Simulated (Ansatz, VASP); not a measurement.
Sr in VASP and in Ansatz

Contents of INCAR:

```
PREC = Accurate
ENCUT = 520
EDIFF = 1E-7
ISMEAR = 0
SIGMA = 0.03
LREAL = False
LASPH = True
NELM = 80
ALGO = Normal
ISIF = 2
LWAVE = False
LCHARG = True
GGA = PS
LELF = True
LVHAR = True
NBANDS = 11
```

KPOINTS

```
regular mesh
0
Gamma
  10 10 10
```

The input POSCAR:

```
Sr
1.0
    0.0000000000      3.1944675000      2.9662912500
    3.1944675000      0.0000000000      2.9662912500
    3.1944675000      3.1944675000      0.0000000000
Sr
1
Direct
    0.0000000000      0.0000000000      0.0000000000
```

Input for Ansatz:

```yaml
crystal:
  lattice:
    - [0.0, 3.1944675, 2.96629125]
    - [3.1944675, 0.0, 2.96629125]
    - [3.1944675, 3.1944675, 0.0]
  atoms:
    - { symbol: Sr, position: [0.0, 0.0, 0.0] }
basis:
  ecutwfc: 420
kpoints:
  mp_grid: { grid: [10, 10, 10] }
hamiltonian:
  xc: pbesol
scf:
  occupations: { method: gaussian, width: 0.03 }
output:
  forces: true
  stress: true
  eigenvalues: true
```

Change from the starting cell: strain +0.050 along x and y, -0.025 along z, atoms carried along.

Alike in both runs: task single point; functional PBEsol; k mesh 10 × 10 × 10; occupations gaussian, width 0.03 eV; no spin polarisation.

```csv
,VASP,Ansatz
version,VASP 6.6.1,Ansatz 0.2.0
potentials or method,"VASP PAW PBE potentials, release 64 (Sr_sv), cutoff 520 eV","scalar-relativistic, plane waves, PAW"
valence electrons in the cell,10,10
```

```tsv
	VASP	Ansatz	Ansatz less VASP
gap on the k mesh at the Fermi level (eV)	none	none	-
pressure (GPa)	-1.5	-1.5	-0.01
traceless stress, the component that is largest in VASP (GPa)	0.10	0.10	+0.004
```

VASP's potentials were made for PBE, not for PBEsol. A gap of «none» marks a metal or a gap that the smearing closes. With one functional, cell and mesh, what is left measures potentials, basis and numerics.
